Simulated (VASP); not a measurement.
# Ti (Im-3m) in VASP: further runs

Runs on Ti. Level: PBEsol. Tasks: relaxation of cell and atoms.

All numbers are computed with VASP 6.6.1; they aren't measurements. Logs are shortened: lines on timing, memory, paths and dates and some standing lists are left out, and cuts for length are marked.

## 1. The cell of the first run

The structure is cubic, space group Im-3m (No. 229). The conventional cell has a = 3.009 Å, b = 3.009 Å, c = 3.009 Å, α = 90.00°, β = 90.00°, γ = 90.00°. Ti (site symmetry m-3m) has 14 Ti at 2.61 to 3.01 Å within 3.4 Å.

This isn't the form of Ti at room conditions, which is hcp.

## 2. Relaxation of cell and atoms, PBEsol, target pressure 30 GPa, at which the enthalpy is minimised

File INCAR:

```
PREC = Accurate
ENCUT = 600
EDIFF = 1E-6
ISMEAR = -1
SIGMA = 0.1
LREAL = False
LASPH = True
NELM = 100
ALGO = Normal
ISIF = 3
LWAVE = False
LCHARG = False
GGA = PS
IBRION = 2
NSW = 32
EDIFFG = -0.005
PSTRESS = 300.0
```

File KPOINTS:

```
Automatic mesh
0
Gamma
  18 18 18
```

File POSCAR:

```
Ti
1.0
   -1.5046324014      1.5046324014      1.5046324014
    1.5046324014     -1.5046324014      1.5046324014
    1.5046324014      1.5046324014     -1.5046324014
Ti
1
Direct
    0.0000000000      0.0000000000      0.0000000000
```

Potentials or basis: VASP PAW PBE potentials, release 64 (Ti_sv).

Started as:

```sh
> cat potpaw_PBE.64/Ti_sv/POTCAR > POTCAR
> mpirun -np 1 vasp_std > vasp.out
```

OUTCAR:

```text
PREC = Accurate
   ENCUT = 600
   EDIFF = 1E-6
   ISMEAR = -1
   LREAL = False
   LASPH = True
   NELM = 100
   ISIF = 3
   GGA = PS
   IBRION = 2
   NSW = 32
   EDIFFG = -0.005
   PSTRESS = 300.0

 ion  position               nearest neighbor table
   1  0.000  0.000  0.000-

  LATTYP: Found a body centered cubic cell.
 ALAT       =     3.0092648028

  Lattice vectors:

 A1 = (  -1.5046324014,   1.5046324014,   1.5046324014)
 A2 = (   1.5046324014,  -1.5046324014,   1.5046324014)
 A3 = (   1.5046324014,   1.5046324014,  -1.5046324014)

Analysis of symmetry for initial positions (statically):
=====================================================================
 Subroutine PRICEL returns:
 Original cell was already a primitive cell.

 Routine SETGRP: Setting up the symmetry group for a
 body centered cubic supercell.

 Subroutine GETGRP returns: Found 48 space group operations
 (whereof 48 operations were pure point group operations)
 out of a pool of 48 trial point group operations.

The static configuration has the point symmetry O_h .

Analysis of symmetry for dynamics (positions and initial velocities):
=====================================================================
 Subroutine PRICEL returns:
 Original cell was already a primitive cell.

 Routine SETGRP: Setting up the symmetry group for a
 body centered cubic supercell.

 Subroutine GETGRP returns: Found 48 space group operations
 (whereof 48 operations were pure point group operations)
 out of a pool of 48 trial point group operations.

The dynamic configuration has the point symmetry O_h .

 Subroutine INISYM returns: Found 48 space group operations
 (whereof 48 operations are pure point group operations),
 and found     1 'primitive' translations

----------------------------------------------------------------------------------------

                                     Primitive cell

  volume of cell :      13.6255

  direct lattice vectors                    reciprocal lattice vectors
    -1.504632401  1.504632401  1.504632401     0.000000000  0.332307080  0.332307080
     1.504632401 -1.504632401  1.504632401     0.332307080  0.000000000  0.332307080
     1.504632401  1.504632401 -1.504632401     0.332307080  0.332307080  0.000000000

[... 93 lines left out ...]
   NUPDOWN=      -1.0000    fix difference up-down
   EMIN   =  10.00;   EMAX   =-10.00  energy-range for DOS
   EFERMI =   0.00;   METHOD = LEGACY
   ISMEAR =    -1;   SIGMA  =   0.10  broadening in eV -4-tet -1-fermi 0-gaus
   EFERMI_NEDOS =   21; number of points for ismear=-14 and -15
   IALGO  =     38    algorithm
   IMIX   =      4    mixing-type and parameters
     AMIX     =   0.40;   BMIX     =  1.00
     AMIX_MAG =   1.60;   BMIX_MAG =  1.00
  volume/ion in A,a.u.               =      13.63        91.95
  Fermi-wavevector in a.u.,A,eV,Ry     =   1.569224  2.965403 33.503840  2.462463
  Thomas-Fermi vector in A             =   2.671138
   LORBIT       =      0    0 simple, 1 ext, 2 COOP (PROOUT), +10 PAW based schemes
   GGA     = PS    functional components
   LHFCALC =     F    Hartree Fock is set to
   AEXX    =    0.0000 exact exchange contribution
   IVDW    =     0    specifies the selected vdW correction
   LEPSILON=     F    determine dielectric tensor
   LRPA    =     F    only Hartree local field effects (RPA)
 conjugate gradient relaxation of ions
 non-spin polarized calculation
  energy-cutoff  :      600.00
  volume of cell :       13.63
 maximum number of plane-waves:       468
 NGX is ok and might be reduce to    24
   NGX = 11   NGY = 11   NGZ = 11

--------------------------------------- Ionic step        1  -------------------------------------------

 number of electron      12.0000001 magnetization

 Free energy of the ion-electron system (eV)
  ---------------------------------------------------
  ext. energy  EPLUGINS =         0.00000000
  ---------------------------------------------------
  free energy    TOTEN  =        -8.03461320 eV

  energy without entropy =       -7.98137267  energy(sigma->0) =       -8.00799293

------------------------ aborting loop because EDIFF is reached ----------------------------------------

  FORCE on cell =-STRESS in cart. coord.  units (eV):
  Direction    XX          YY          ZZ          XY          YZ          ZX
  --------------------------------------------------------------------------------------
  -------------------------------------------------------------------------------------
  Total        2.4949174      2.4949174      2.4949174     -0.0000000     -0.0000000     -0.0000000
  in kB      293.3698889    293.3698889    293.3698889     -0.0000000     -0.0000000     -0.0000000
  external PRESSURE =      -6.6301111 kB  Pullay stress =     300.0000000 kB
[... 98 lines left out ...]
--------------------------------------- Ionic step        4  -------------------------------------------

 number of electron      12.0000000 magnetization

 Free energy of the ion-electron system (eV)
  ---------------------------------------------------
  ext. energy  EPLUGINS =         0.00000000
  ---------------------------------------------------
  free energy    TOTEN  =        -8.02673923 eV

  energy without entropy =       -7.97382194  energy(sigma->0) =       -8.00028059

 E-fermi :  10.7591     XC(G=0): -12.8563

 val. band max:       10.7549716024   @ k =   0.1667   0.1111   0.0556
 cond. band min:      10.7642933735   @ k =   0.2778   0.2222   0.0556
 fundamental gap:      0.0093217712
 Fermi energy:        10.7590758896

 k-point     1 :       0.0000    0.0000    0.0000
  band No.  band energies     occupation
      1     -45.1390      2.00000
      2     -20.6465      2.00000
      3     -20.6465      2.00000
      4     -20.6465      2.00000
      5       4.4045      2.00000
      6      11.9296      0.00002
      7      11.9296      0.00002
      8      11.9296      0.00002
      9      14.3098      0.00000
     10      14.3098      0.00000
[... 287 lines left out ...]
 k-point    24 :       0.3889    0.1111   -0.0000
  band No.  band energies     occupation
      1     -44.7895      2.00000
      2     -22.0153      2.00000
      3     -21.1276      2.00000
      4     -20.7255      2.00000
      5       7.9729      2.00000
      6      10.0996      1.99727
      7      11.9432      0.00001
      8      14.2599      0.00000
      9      15.0570      0.00000
     10      16.9967      0.00000

 [... further k-points ...]

------------------------ aborting loop because EDIFF is reached ----------------------------------------

  FORCE on cell =-STRESS in cart. coord.  units (eV):
  Direction    XX          YY          ZZ          XY          YZ          ZX
  --------------------------------------------------------------------------------------
  -------------------------------------------------------------------------------------
  Total        2.5397557      2.5397557      2.5397557      0.0000000     -0.0000000      0.0000000
  in kB      299.5793592    299.5793592    299.5793592      0.0000000     -0.0000000      0.0000000
  external PRESSURE =      -0.4206408 kB  Pullay stress =     300.0000000 kB
[... 20 lines left out ...]
  energy  without entropy=       -7.9738219362  energy(sigma->0) =       -8.00028059

  enthalpy is  TOTEN    =        -5.4834174203 eV   P V=        2.5433218147

 reached required accuracy - stopping structural energy minimisation
```

CONTCAR:

```text
Ti
   1.00000000000000
    -1.5030619619322250    1.5030619619322250    1.5030619619322250
     1.5030619619322250   -1.5030619619322250    1.5030619619322250
     1.5030619619322250    1.5030619619322250   -1.5030619619322250
  Ti
     1
Direct
     0.0000000000000000    0.0000000000000000    0.0000000000000000

  0.00000000E+00  0.00000000E+00  0.00000000E+00
```

Wall time 54 s (1 thread of Intel Xeon Platinum 8488C (Sapphire Rapids), shared host); peak memory 0.17 GiB.

Results:

```
Free energy                                                : -8.0267 eV
Relaxed volume                                             : 13.58 Å³/atom
Relaxed cell                                               : a = 2.603 Å, b = 2.603 Å, c = 2.603 Å, α = 109.47°, β = 109.47°, γ = 109.47°
Space group after relaxing (to 0.1 Å)                      : Im-3m (No. 229)
Energy change on relaxing (the run minimises the enthalpy) : +7.9 meV/atom
Ionic steps                                                : 4
Pressure after relaxing                                    : 30.0 GPa
Band gap on the k mesh                                     : zero (bands 6 and 7 overlap by 1.95 eV)
```

Step by step:
| step | energy change (eV) | largest force (eV/Å) | pressure (GPa) | volume (Å³) |
| --- | --- | --- | --- | --- |
| 1 | 0.0000 | 0.0000 | 29.34 | 13.63 |
| 2 | 0.0208 | 0.0000 | 30.88 | 13.51 |
| 3 | 0.0092 | 0.0000 | 30.11 | 13.58 |
| 4 | 0.0079 | 0.0000 | 29.96 | 13.58 |

Final structure:
```cif
data_structure
_symmetry_space_group_name_H-M 'P 1'
_symmetry_Int_Tables_number 1
_cell_length_a 2.6034
_cell_length_b 2.6034
_cell_length_c 2.6034
_cell_angle_alpha 109.471
_cell_angle_beta 109.471
_cell_angle_gamma 109.471
_cell_volume 13.58
loop_
_atom_site_label
_atom_site_type_symbol
_atom_site_fract_x
_atom_site_fract_y
_atom_site_fract_z
_atom_site_occupancy
Ti1 Ti 0.00000 0.00000 0.00000 1
```

Caveat: the cell is relaxed towards a set pressure, so the run minimises the enthalpy, not the energy; the PAW data sets were made with another functional, which shifts forces and pressure a little.

## 3. Relaxation of cell and atoms, PBEsol, target pressure 30 GPa, at which the enthalpy is minimised

This run uses another cell than the first one, of 13.78 Å³/atom.

File INCAR:

```
SYSTEM = Ti
PREC = Accurate ; ENCUT = 600
EDIFF = 1E-7 ; ISMEAR = -1
SIGMA = 0.1 ; LREAL = .FALSE.
LASPH = .TRUE. ; NELM = 80
ALGO = Normal ; ISIF = 3
LWAVE = .FALSE. ; LCHARG = .FALSE.
GGA = PS ; IBRION = 2
NSW = 60 ; EDIFFG = -0.005
PSTRESS = 300.0
```

File KPOINTS:

```
regular mesh
0
G
  18 18 18
  0 0 0
```

File POSCAR:

```
Ti
1.0
   -1.5102065772      1.5102065772      1.5102065772
    1.5102065772     -1.5102065772      1.5102065772
    1.5102065772      1.5102065772     -1.5102065772
Ti
1
Direct
    0.0000000000      0.0000000000      0.0000000000
```

Potentials or basis: VASP PAW PBE potentials, release 64 (Ti_sv).

Started as:

```sh
> cat potpaw_PBE.64/Ti_sv/POTCAR > POTCAR
> mpirun -np 1 vasp_std > vasp.out
```

OUTCAR:

```text
SYSTEM = Ti
   PREC = Accurate
   ENCUT = 600
   EDIFF = 1E-7
   ISMEAR = -1
   LREAL = .FALSE.
   LASPH = .TRUE.
   NELM = 80
   ISIF = 3
   GGA = PS
   IBRION = 2
   NSW = 60
   EDIFFG = -0.005
   PSTRESS = 300.0

 ion  position               nearest neighbor table
   1  0.000  0.000  0.000-

  LATTYP: Found a body centered cubic cell.
 ALAT       =     3.0204131544

  Lattice vectors:

 A1 = (  -1.5102065772,   1.5102065772,   1.5102065772)
 A2 = (   1.5102065772,  -1.5102065772,   1.5102065772)
 A3 = (   1.5102065772,   1.5102065772,  -1.5102065772)

Analysis of symmetry for initial positions (statically):
=====================================================================
 Subroutine PRICEL returns:
 Original cell was already a primitive cell.

 Routine SETGRP: Setting up the symmetry group for a
 body centered cubic supercell.

 Subroutine GETGRP returns: Found 48 space group operations
 (whereof 48 operations were pure point group operations)
 out of a pool of 48 trial point group operations.

The static configuration has the point symmetry O_h .

[... 167 lines left out ...]
  Total        2.3373722      2.3373722      2.3373722      0.0000000      0.0000000      0.0000000
  in kB      271.8124809    271.8124809    271.8124809      0.0000000      0.0000000      0.0000000
  external PRESSURE =     -28.1875191 kB  Pullay stress =     300.0000000 kB
[... 61 lines left out ...]
--------------------------------------- Ionic step        3  -------------------------------------------

 number of electron      12.0000000 magnetization

 Free energy of the ion-electron system (eV)
  ---------------------------------------------------
  ext. energy  EPLUGINS =         0.00000000
  ---------------------------------------------------
  free energy    TOTEN  =        -8.02581404 eV

  energy without entropy =       -7.97293950  energy(sigma->0) =       -7.99937677

 E-fermi :  10.7643     XC(G=0): -12.8584

 val. band max:       10.7598247326   @ k =   0.1667   0.1111   0.0556
 cond. band min:      10.7700666604   @ k =   0.2778   0.2222   0.0556
 fundamental gap:      0.0102419278
 Fermi energy:        10.7642622796

 k-point     1 :       0.0000    0.0000    0.0000
  band No.  band energies     occupation
      1     -45.1334      2.00000
      2     -20.6399      2.00000
      3     -20.6399      2.00000
      4     -20.6399      2.00000
      5       4.4099      2.00000
      6      11.9349      0.00002
      7      11.9349      0.00002
      8      11.9349      0.00002
      9      14.3162      0.00000
     10      14.3162      0.00000
[... 287 lines left out ...]
 k-point    24 :       0.3889    0.1111    0.0000
  band No.  band energies     occupation
      1     -44.7833      2.00000
      2     -22.0104      2.00000
      3     -21.1216      2.00000
      4     -20.7190      2.00000
      5       7.9771      2.00000
      6      10.1040      1.99729
      7      11.9498      0.00001
      8      14.2665      0.00000
      9      15.0641      0.00000
     10      17.0049      0.00000

 [... further k-points ...]

------------------------ aborting loop because EDIFF is reached ----------------------------------------

  FORCE on cell =-STRESS in cart. coord.  units (eV):
  Direction    XX          YY          ZZ          XY          YZ          ZX
  --------------------------------------------------------------------------------------
  -------------------------------------------------------------------------------------
  Total        2.5412907      2.5412907      2.5412907      0.0000000      0.0000000      0.0000000
  in kB      299.8830043    299.8830043    299.8830043      0.0000000      0.0000000      0.0000000
  external PRESSURE =      -0.1169957 kB  Pullay stress =     300.0000000 kB
[... 20 lines left out ...]
  energy  without entropy=       -7.9729395029  energy(sigma->0) =       -7.99937677

  enthalpy is  TOTEN    =        -5.4835319138 eV   P V=        2.5422821261

 reached required accuracy - stopping structural energy minimisation
```

OSZICAR:

```text
N       E                     dE             d eps       ncg     rms          rms(c)
DAV:   1     0.820925869512E+02    0.82093E+02   -0.74842E+03  3908   0.168E+03
DAV:   2    -0.438448443985E+01   -0.86477E+02   -0.84994E+02  4006   0.337E+02
DAV:   3    -0.861646421922E+01   -0.42320E+01   -0.41643E+01  4988   0.754E+01
[... 29 lines left out ...]
DAV:   5    -0.802559366103E+01   -0.17036E-02   -0.34779E-03  5754   0.344E-01    0.852E-02
DAV:   6    -0.802579047322E+01   -0.19681E-03   -0.27820E-04  4138   0.177E-01    0.104E-02
DAV:   7    -0.802580893548E+01   -0.18462E-04   -0.46485E-05  5432   0.498E-02    0.891E-03
DAV:   8    -0.802581401392E+01   -0.50784E-05   -0.14294E-05  4520   0.294E-02    0.152E-03
DAV:   9    -0.802581406474E+01   -0.50820E-07   -0.11675E-06  4054   0.828E-03    0.922E-04
DAV:  10    -0.802581403987E+01    0.24869E-07   -0.25352E-08  2038   0.189E-03
   3 F= -.54835319E+01 E0= -.54570946E+01  d E =-.178634E-02
```

Wall time 48 s (1 thread of Intel Xeon Platinum 8488C (Sapphire Rapids), shared host); peak memory 0.17 GiB.

Results:

* Free energy: -8.0258 eV
* Relaxed volume: 13.58 Å³/atom
* Relaxed cell: a = 2.603 Å, b = 2.603 Å, c = 2.603 Å, α = 109.47°, β = 109.47°, γ = 109.47°
* Space group after relaxing (to 0.1 Å): Im-3m (No. 229)
* Energy change on relaxing (the run minimises the enthalpy): +35.7 meV/atom
* Ionic steps: 3
* Pressure after relaxing: 30.0 GPa
* Band gap on the k mesh: zero (bands 6 and 7 overlap by 1.95 eV)

The path:
```tsv
step	energy change (eV)	largest force (eV/Å)	pressure (GPa)	volume (Å³)
1	0.0000	0.0000	27.18	13.78
2	0.0911	0.0000	34.08	13.30
3	0.0357	0.0000	29.99	13.58
```

Final structure:
```
Ti
1.0
    -1.50286    1.50286    1.50286
     1.50286   -1.50286    1.50286
     1.50286    1.50286   -1.50286
Ti
1
Cartesian
  0.0000 0.0000 0.0000
```

Levels at points of the mesh, in eV from the Fermi level:
| k point | band 4 | band 5 | band 6 | band 7 | band 8 | band 9 |
| --- | --- | --- | --- | --- | --- | --- |
| (0.00, 0.00, 0.00) | -31.40 | -6.35 | 1.17 | 1.17 | 1.17 | 3.55 |
| (0.50, 0.00, 0.00) | -31.42 | -3.15 | -0.75 | 2.20 | 3.62 | 4.08 |
| (0.50, 0.50, 0.50) | -32.37 | -3.11 | -3.11 | 5.27 | 5.27 | 5.27 |

Caveat: the cell is relaxed towards a set pressure, so the run minimises the enthalpy, not the energy; the PAW data sets were made with another functional, which shifts forces and pressure a little.
